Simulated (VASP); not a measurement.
Input of a VASP 6.6.1 run:

The input INCAR:

```
SYSTEM = Sc
PREC = Accurate
ENCUT = 520
EDIFF = 1E-6
ISMEAR = 0
SIGMA = 0.15
LREAL = .FALSE.
LASPH = .TRUE.
NELM = 80
ALGO = Fast
ISIF = 2
LWAVE = .FALSE.
LCHARG = .TRUE.
GGA = PS
LELF = .TRUE.
LVHAR = .TRUE.
NBANDS = 12
```

The input KPOINTS:

```
Automatic mesh
0
G
  18 18 18
  0 0 0
```

The input POSCAR:

```
Sc
1.0
    0.0000000000      2.3272625000      2.1569750000
    2.3272625000      0.0000000000      2.1569750000
    2.3272625000      2.3272625000      0.0000000000
Sc
1
Direct
    0.0000000000      0.0000000000      0.0000000000
```

Potentials or basis: VASP PAW PBE potentials, release 64 (Sc_sv).

The run is started by

```console
$ cat potpaw_PBE.64/Sc_sv/POTCAR > POTCAR
$ mpirun -np 1 vasp_std > vasp.out
```

Q: Predict the band gap on the k mesh.

A: Zero (an odd number of electrons rules out a gap without spin polarisation).

Q: Estimate the pressure.

A: 0.6 GPa.

Stress tensor (GPa, compression positive):
```
-0.08  0.00  0.00
 0.00 -0.08  0.00
 0.00  0.00  1.81
```

Caveat: the cell differs from its parent crystal (strain +0.025 along x and y, -0.050 along z); the PAW data sets were made with another functional, which shifts forces and pressure a little.
